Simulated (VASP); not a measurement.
Wanted: the native input for a VASP 6.6.1 run.

* Task: single point
* Functional: PBE
* Potentials or basis: VASP PAW PBE potentials, release 64 (Pb_d, Se)
* Cutoff: 500 eV
* k mesh: 3 × 3 × 3
* Occupations: gaussian, width 0.01 eV
* Spin: no spin polarisation
* Dipole correction: no
* Further INCAR settings: ALGO = Normal; EDIFF = 1e-06; NBANDS = 17

The structure of PbSe (Clausthalite) lies in POSCAR:

```
PbSe
1.0
    0.0000000000      3.0606500000      3.0606500000
    3.0606500000      0.0000000000      3.0606500000
    3.0606500000      3.0606500000      0.0000000000
Pb Se
1 1
Direct
    0.0000000000      0.0000000000      0.0000000000
    0.5000000000      0.5000000000      0.5000000000
```

One way to write it, as run:

INCAR

```
SYSTEM = PbSe
PREC = Accurate ; ENCUT = 500
EDIFF = 1E-6 ; ISMEAR = 0
SIGMA = 0.01 ; LREAL = .False.
LASPH = .True. ; NELM = 120
ALGO = Normal ; ISIF = 2
LWAVE = .False. ; LCHARG = .False.
GGA = PE ; NBANDS = 17
GGA_COMPAT = .False.
```

KPOINTS

```
Automatic mesh
0
Gamma
  3 3 3
  0 0 0
```

Potentials or basis: VASP PAW PBE potentials, release 64 (Pb_d, Se).

Command:

```sh
$ cat potpaw_PBE.64/Pb_d/POTCAR potpaw_PBE.64/Se/POTCAR > POTCAR
$ mpirun -np 1 vasp_std > vasp.out
```

It gave:

The pressure is 1.5 GPa.

Caveat: the k points lie up to 0.59 Å⁻¹ apart.

Wall time 6.8 s on 1 thread of Intel(R) Xeon(R) Platinum 8488C (Sapphire Rapids), on a shared host, peak memory 0.17 GiB.
